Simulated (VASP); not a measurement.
**SnTe: single point with SVWN5**

SnTe:

```xyz
2
Lattice="0.0000 3.1923 3.1923 3.1923 0.0000 3.1923 3.1923 3.1923 0.0000" Properties=species:S:1:pos:R:3 pbc="T T T"
Te    3.1923    3.1923    3.1923
Sn    0.0000    0.0000    0.0000
```

```yaml
Program: VASP 6.6.1
Task: single point
Functional: SVWN5
Potentials_or_basis: VASP PAW PBE potentials, release 64 (Te, Sn_d)
Cutoff: 520 eV
k_mesh: 7 × 7 × 7
Occupations: fermi-dirac, width 0.05 eV
Spin: no spin polarisation
Dipole_correction: no
Further_INCAR_settings: ALGO = Normal; EDIFF = 1e-06; NBANDS = 17
```

The pressure is -3.1 GPa.

Levels at points of the mesh, in eV from the Fermi level:
```tsv
k point	band 6	band 7	band 8	band 9	band 10	band 11	band 12	band 13	band 14	band 15
(0.00, 0.00, 0.00)	-12.55	-4.98	-2.00	-2.00	-2.00	3.21	3.21	3.21	4.89	4.89
```

Wall time 36 s on 1 thread of Intel(R) Xeon(R) Platinum 8375C CPU @ 2.90GHz (Ice Lake), on a shared host, peak memory 0.18 GiB.

Caveat: this odd mesh misses L, where the gap lies, so gap, dielectric constants and Born charges aren't listed; the PAW data sets were made with another functional, which shifts forces and pressure a little; spin-orbit coupling is left out, which moves the levels of the heavy elements.
